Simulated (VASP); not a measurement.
# AgCl (Fmm2) in VASP: further runs

The runs below take AgCl through single point, with LDA.

All numbers are computed with VASP 6.6.1; they aren't measurements. Logs are shortened: lines on timing, memory, paths and dates and some standing lists are left out, and cuts for length are marked.

## 1. The cell of the first run

The structure is orthorhombic, space group Fmm2 (No. 42). Conventional cell: a = 5.355 Å, b = 5.426 Å, c = 5.426 Å, α = 90.00°, β = 90.00°, γ = 90.00°. Within 3.3 Å of Ag (site symmetry mm2) lie 6 Cl at 2.51 to 2.92 Å. Cl (site symmetry mm2) has 6 Ag at 2.51 to 2.92 Å within 3.3 Å.

## 2. Single point, LDA

The input, INCAR:

```
PREC = Accurate
ENCUT = 520
EDIFF = 1E-7
ISMEAR = 0
SIGMA = 0.05
LREAL = False
LASPH = True
NELM = 80
ALGO = Normal
ISIF = 2
LWAVE = False
LCHARG = True
GGA = CA
LELF = True
LVHAR = True
NBANDS = 16
```

The input, KPOINTS:

```
regular mesh
0
Gamma
  10 10 10
```

The input, POSCAR:

```
AgCl
1.0
    0.0000000000      2.7129196923      2.6773114500
    2.7129196923      0.0000000000      2.6773114500
    2.7129196923      2.7129196923      0.0000000000
Ag Cl
1 1
Direct
    0.5092676765      0.4907323235      0.5092676765
   -0.0281999317      0.0281999317     -0.0281999317
```

Potentials or basis: VASP PAW LDA potentials, release 64 (Ag, Cl).

Command:

```bash
$ cat potpaw_LDA.64/Ag/POTCAR potpaw_LDA.64/Cl/POTCAR > POTCAR
$ mpirun -np 1 vasp_std > vasp.out
```

OUTCAR:

```text
PREC = Accurate
   ENCUT = 520
   EDIFF = 1E-7
   ISMEAR = 0
   LREAL = False
   LASPH = True
   NELM = 80
   ISIF = 2
   GGA = CA

 ion  position               nearest neighbor table
   1  0.509  0.491  0.509-   2 2.51   2 2.69   2 2.69   2 2.72   2 2.72   2 2.92
   2  0.972  0.028  0.972-   1 2.51   1 2.69   1 2.69   1 2.72   1 2.72   1 2.92

  LATTYP: Found a body centered tetragonal cell.
 ALAT       =     3.8366478225
 C/A-ratio  =     1.3956513988

  Lattice vectors:

 A1 = (   0.0000000000,  -2.7129196923,  -2.6773114500)
 A2 = (   0.0000000000,   2.7129196923,  -2.6773114500)
 A3 = (   2.7129196923,   0.0000000000,   2.6773114500)

Analysis of symmetry for initial positions (statically):
=====================================================================
 Subroutine PRICEL returns:
 Original cell was already a primitive cell.

 Routine SETGRP: Setting up the symmetry group for a
 body centered tetragonal supercell.

 Subroutine GETGRP returns: Found  4 space group operations
 (whereof  4 operations were pure point group operations)
 out of a pool of 16 trial point group operations.

The static configuration has the point symmetry C_2v.

Analysis of symmetry for dynamics (positions and initial velocities):
=====================================================================
 Subroutine PRICEL returns:
 Original cell was already a primitive cell.

 Routine SETGRP: Setting up the symmetry group for a
 body centered tetragonal supercell.

 Subroutine GETGRP returns: Found  4 space group operations
 (whereof  4 operations were pure point group operations)
 out of a pool of 16 trial point group operations.

The dynamic configuration has the point symmetry C_2v.

 Subroutine INISYM returns: Found  4 space group operations
 (whereof  4 operations are pure point group operations),
 and found     1 'primitive' translations

----------------------------------------------------------------------------------------

                                     Primitive cell

  volume of cell :      39.4097

  direct lattice vectors                    reciprocal lattice vectors
     0.000000000  2.712919692  2.677311450    -0.184303281  0.184303281  0.186754514
     2.712919692  0.000000000  2.677311450     0.184303281 -0.184303281  0.186754514
     2.712919692  2.712919692  0.000000000     0.184303281  0.184303281 -0.186754514

  length of vectors
     3.811552159  3.811552159  3.836647822     0.320644113  0.320644113  0.320644113

  position of ions in fractional coordinates (direct lattice)
     0.509267677  0.490732323  0.509267677
     0.971800068  0.028199932  0.971800068

  ion indices of the primitive-cell ions
   primitive index   ion index
                 1           1
                 2           2

----------------------------------------------------------------------------------------

 KPOINTS: regular mesh

Automatic generation of k-mesh.
 Grid dimensions read from file:
 generate k-points for:   10   10   10

 Generating k-lattice:

  Cartesian coordinates                     Fractional coordinates (reciprocal lattice)
    -0.018430328  0.018430328  0.018675451     0.100000000  0.000000000  0.000000000
     0.018430328 -0.018430328  0.018675451     0.000000000  0.100000000  0.000000000
     0.018430328  0.018430328 -0.018675451     0.000000000  0.000000000  0.100000000

  Length of vectors
     0.032064411  0.032064411  0.032064411

  Shift w.r.t. Gamma in fractional coordinates (k-lattice)
     0.000000000  0.000000000  0.000000000

 Subroutine IBZKPT returns following result:
 ===========================================

 Found    171 irreducible k-points:

 Following reciprocal coordinates:
            Coordinates               Weight
  0.000000  0.000000  0.000000      1.000000
  0.100000 -0.000000  0.000000      8.000000
  0.200000 -0.000000  0.000000      8.000000
  0.300000  0.000000  0.000000      8.000000
  0.400000  0.000000  0.000000      8.000000
  0.500000  0.000000  0.000000      4.000000
[... 16 lines left out ...]
  0.300000  0.300000  0.000000      2.000000
  0.400000  0.300000  0.000000      8.000000
 [... further k-points ...]
   k-points           NKPTS =    171   k-points in BZ     NKDIM =    171   number of bands    NBANDS=     16
   number of dos      NEDOS =    301   number of ions     NIONS =      2
   total plane-waves  NPLWV =  23520
   dimension x,y,z NGX =    28 NGY =   28 NGZ =   30
   dimension x,y,z NGXF=    56 NGYF=   56 NGZF=   60
   ions per type =               1   1
   NGX,Y,Z   is equivalent  to a cutoff of  12.21, 12.21, 13.00 a.u.
   NGXF,Y,Z  is equivalent  to a cutoff of  24.43, 24.43, 26.00 a.u.
 SYSTEM =  unknown system
   PREC   = accura    normal or accurate (medium, high low for compatibility)
   ISTART =      0    job   : 0-new  1-cont  2-samecut
   ICHARG =      2    charge: 1-file 2-atom 10-const
   ISPIN  =      1    spin polarized calculation?
   LNONCOLLINEAR =      F non collinear calculations
   LSORBIT =      F    spin-orbit coupling
   LASPH  =      T    aspherical Exc in radial PAW
   ENCUT  =  520.0 eV  38.22 Ry    6.18 a.u.   7.09  7.09  7.13*2*pi/ulx,y,z
   NELM   =     80;   NELMIN=  2; NELMDL= -5     # of ELM steps
   EDIFF  = 0.1E-06   stopping-criterion for ELM
   LREAL  =      F    real-space projection
   EDIFFG = 0.1E-05   stopping-criterion for IOM
   NSW    =      0    number of steps for IOM
   IBRION =     -1    ionic relax: 0-MD 1-quasi-New 2-CG
   NFREE  =      0    steps in history (QN), initial steepest desc. (CG)
   ISIF   =      2    stress and relaxation
   ISYM   =      2    0-nonsym 1-usesym 2-fastsym
   POTIM  = 0.5000    time-step for ionic-motion
   TEBEG  =    0.0;   TEEND  =   0.0 temperature during run
   PSTRESS=    0.0 pullay stress
   NELECT =      18.0000    total number of electrons
   NUPDOWN=      -1.0000    fix difference up-down
   EMIN   =  10.00;   EMAX   =-10.00  energy-range for DOS
   EFERMI =   0.00;   METHOD = LEGACY
   ISMEAR =     0;   SIGMA  =   0.05  broadening in eV -4-tet -1-fermi 0-gaus
   EFERMI_NEDOS =   21; number of points for ismear=-14 and -15
   IALGO  =     38    algorithm
   IMIX   =      4    mixing-type and parameters
     AMIX     =   0.40;   BMIX     =  1.00
     AMIX_MAG =   1.60;   BMIX_MAG =  1.00
  volume/ion in A,a.u.               =      19.70       132.97
  Fermi-wavevector in a.u.,A,eV,Ry     =   1.260757  2.382485 21.626574  1.589508
  Thomas-Fermi vector in A             =   2.394251
   LORBIT       =      0    0 simple, 1 ext, 2 COOP (PROOUT), +10 PAW based schemes
   GGA     = CA    functional components
   LHFCALC =     F    Hartree Fock is set to
   AEXX    =    0.0000 exact exchange contribution
   IVDW    =     0    specifies the selected vdW correction
   LEPSILON=     F    determine dielectric tensor
   LRPA    =     F    only Hartree local field effects (RPA)
 non-spin polarized calculation
 Gauss-broadening in eV      SIGMA  =   0.05
  energy-cutoff  :      520.00
  volume of cell :       39.41
 maximum number of plane-waves:      1073
   NGX = 15   NGY = 15   NGZ = 15

 number of electron      17.9999999 magnetization

 Free energy of the ion-electron system (eV)
  ---------------------------------------------------
  ext. energy  EPLUGINS =         0.00000000
  ---------------------------------------------------
  free energy    TOTEN  =        -6.75762854 eV

  energy without entropy =       -6.75762854  energy(sigma->0) =       -6.75762854

 E-fermi :   4.8428     XC(G=0): -10.8347

 val. band max:        4.6147584505   @ k =   0.5000   0.0000   0.0000
 cond. band min:       5.2959322449   @ k =   0.0000   0.0000   0.0000
 fundamental gap:      0.6811737944
 Fermi energy:         4.8427951366

 k-point     1 :       0.0000    0.0000    0.0000
  band No.  band energies     occupation
      1     -10.9971      2.00000
      2       1.0200      2.00000
      3       1.3366      2.00000
      4       1.4002      2.00000
      5       1.7489      2.00000
      6       1.8068      2.00000
[... 8 lines left out ...]
     15      17.5100      0.00000
     16      18.1673      0.00000

 k-point     2 :       0.1000   -0.0000    0.0000
  band No.  band energies     occupation
      1     -10.9475      2.00000
      2       0.6979      2.00000
      3       1.0906      2.00000
      4       1.2417      2.00000
      5       1.7653      2.00000
      6       1.7875      2.00000
[... 8 lines left out ...]
     15      17.0201      0.00000
     16      17.3736      0.00000

 k-point     3 :       0.2000   -0.0000    0.0000
  band No.  band energies     occupation
      1     -10.8132      2.00000
      2       0.0690      2.00000
      3       0.6167      2.00000
      4       0.6799      2.00000
      5       1.8649      2.00000
      6       1.8822      2.00000
[... 8 lines left out ...]
     15      16.7247      0.00000
     16      17.3560      0.00000

 k-point     4 :       0.3000    0.0000    0.0000
  band No.  band energies     occupation
      1     -10.6372      2.00000
      2      -0.6519      2.00000
      3       0.1959      2.00000
      4       0.2354      2.00000
      5       2.0150      2.00000
      6       2.0220      2.00000
[... 8 lines left out ...]
     15      17.2139      0.00000
     16      17.4751      0.00000
[... 324 lines left out ...]
 k-point    22 :      -0.2000    0.2000    0.0000
  band No.  band energies     occupation
      1     -10.6006      2.00000
      2      -0.6444      2.00000
      3       0.0666      2.00000
      4       0.5041      2.00000
      5       1.9569      2.00000
      6       2.1312      2.00000
[... 8 lines left out ...]
     15      18.7185      0.00000
     16      19.8999      0.00000

 k-point    23 :       0.3000    0.3000    0.0000
  band No.  band energies     occupation
      1     -10.5740      2.00000
      2      -0.6564      2.00000
      3       0.7742      2.00000
      4       0.7841      2.00000
      5       1.7033      2.00000
      6       2.0105      2.00000
[... 8 lines left out ...]
     15      19.2457      0.00000
     16      21.3514      0.00000

 k-point    24 :       0.4000    0.3000    0.0000
  band No.  band energies     occupation
      1     -10.4851      2.00000
      2      -0.6632      2.00000
      3       0.4170      2.00000
      4       0.7675      2.00000
      5       1.6816      2.00000
      6       2.1680      2.00000
[... 8 lines left out ...]
     15      19.5800      0.00000
     16      20.6896      0.00000

 [... further k-points ...]
[... 5 lines left out ...]
  --------------------------------------------------------------------------------------
  -------------------------------------------------------------------------------------
  Total       -0.4596423      0.2042754     -0.3581449      0.0000000      0.0000000      0.0000000
  in kB      -18.6864939      8.3046993    -14.5601739      0.0000000      0.0000000      0.0000000
  external PRESSURE =      -8.3139895 kB  Pullay stress =       0.0000000 kB

 VOLUME and BASIS-vectors are now :
 -----------------------------------------------------------------------------
  energy-cutoff  :      520.00
  volume of cell :       39.41
      direct lattice vectors                 reciprocal lattice vectors
     0.000000000  2.712919692  2.677311450    -0.184303281  0.184303281  0.186754514
     2.712919692  0.000000000  2.677311450     0.184303281 -0.184303281  0.186754514
     2.712919692  2.712919692  0.000000000     0.184303281  0.184303281 -0.186754514

 POSITION                                       TOTAL-FORCE (eV/Angst)
 -----------------------------------------------------------------------------------
      2.71292      2.76320      2.67731         0.000000     -0.341492      0.000000
      2.71292      5.27283      2.67731         0.000000      0.341492      0.000000
 -----------------------------------------------------------------------------------
    total drift:                                0.000009     -0.000094      0.000004

  FREE ENERGIE OF THE ION-ELECTRON SYSTEM (eV)
  ---------------------------------------------------
  free  energy   TOTEN  =        -6.7576285378 eV

  energy  without entropy=       -6.7576285378  energy(sigma->0) =       -6.75762854
```

Wall time 77 s (1 thread of Intel Xeon 6975P-C, shared host); peak memory 0.22 GiB.

Results:

- Free energy: -6.7576 eV
- Pressure: -0.8 GPa
- Largest force: 0.341 eV/Å
- Band gap on the k mesh: 0.68 eV, indirect (least direct gap 2.52 eV)

Forces in eV/Å, atoms in the order of the input:
```
Ag   0.000 -0.341  0.000
Cl   0.000  0.341  0.000
```

A k mesh can miss the band edges. A hybrid or GW would open this gap; LDA tends to underestimate it.

## 3. Single point, LDA

INCAR, as its differences from that of step 2:

```diff
@@ -2,3 +2,3 @@
 ENCUT = 520
-EDIFF = 1E-7
+EDIFF = 1E-6
 ISMEAR = 0
@@ -12,3 +12,2 @@
 LCHARG = True
-GGA = CA
 LELF = True
```

KPOINTS is that of step 2.

The input, POSCAR:

```
AgCl
1.0
    0.0000000000      2.7129196923      2.6773114500
    2.7129196923      0.0000000000      2.6773114500
    2.7129196923      2.7129196923      0.0000000000
Ag Cl
1 1
Direct
    0.5185353529      0.4814646471      0.5185353529
   -0.0563998634      0.0563998634     -0.0563998634
```

Potentials or basis: VASP PAW LDA potentials, release 64 (Ag, Cl).

Command:

```bash
$ cat potpaw_LDA.64/Ag/POTCAR potpaw_LDA.64/Cl/POTCAR > POTCAR
$ mpirun -np 1 vasp_std > vasp.out
```

It took 66 s on 1 thread of Intel Xeon 6975P-C, shared host; peak memory 0.22 GiB.

Results (log left out):

```yaml
Free_energy: -6.6066 eV
Pressure: 2.5 GPa
Largest_force: 1.315 eV/Å
Band_gap_on_the_k_mesh: 0.91 eV, indirect (least direct gap 1.79 eV)
```

Forces on the atoms (eV/Å):
```
Ag   0.000 -1.315  0.000
Cl   0.000  1.315  0.000
```

Stress tensor (GPa, compression positive):
```
-1.85  0.00  0.00
 0.00 10.67  0.00
 0.00  0.00 -1.46
```

Levels at points of the mesh, in eV from the valence-band top:
| k point | band 5 | band 6 | band 7 | band 8 | band 9 | band 10 | band 11 | band 12 | band 13 | band 14 |
| --- | --- | --- | --- | --- | --- | --- | --- | --- | --- | --- |
| (0.00, 0.00, 0.00) | -2.71 | -2.65 | -1.54 | -1.53 | -0.88 | 0.91 | 10.20 | 10.31 | 10.33 | 12.58 |
| (0.50, 0.00, 0.00) | -2.38 | -2.36 | -1.93 | -0.06 | 0.00 | 4.23 | 6.77 | 7.66 | 8.13 | 13.35 |
| (0.50, 0.50, 0.00) | -2.24 | -2.13 | -2.04 | -2.01 | -1.66 | 2.28 | 7.24 | 8.95 | 12.28 | 12.57 |
| (0.50, 0.00, 0.50) | -3.14 | -2.41 | -2.22 | -2.21 | -2.15 | 2.33 | 7.93 | 9.37 | 11.84 | 12.06 |
| (0.00, 0.50, 0.50) | -2.24 | -2.12 | -2.03 | -2.02 | -1.60 | 2.30 | 7.33 | 8.82 | 12.48 | 12.54 |

Caveat: forces of over 1 eV/Å act on the atoms, so gaps and moduli don't describe the material at rest. A k mesh can miss the band edges.
